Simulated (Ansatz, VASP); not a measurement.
# One calculation of BAs, two programs

```
CELL_PARAMETERS angstrom
0.00000 2.37247 2.37247
2.37247 0.00000 2.37247
2.37247 2.37247 0.00000
ATOMIC_POSITIONS crystal
B 0.00000 0.00000 0.00000
As 0.75000 0.75000 0.75000
```

Change from the starting cell: volume scaled by 0.98.

Alike in both runs: task single point; functional LDA; k mesh 15 × 15 × 15; occupations fermi-dirac, width 0.03 eV; no spin polarisation.

|  | VASP | Ansatz |
| --- | --- | --- |
| version | VASP 6.6.1 | Ansatz 0.2.0 |
| potentials or method | VASP PAW LDA potentials, release 64 (B, As), cutoff 520 eV | all-electron LAPW, scalar-relativistic |

```csv
,VASP,Ansatz,Ansatz less VASP
gap on the k mesh at the Fermi level (eV),1.10,1.11,+0.009
pressure (GPa),-0.2,-1.2,-0.92
```

LDA's correlation is that of Perdew and Zunger in VASP and of Perdew and Wang (1992) in Ansatz. Ansatz ran all-electron here, and VASP with PAW potentials.
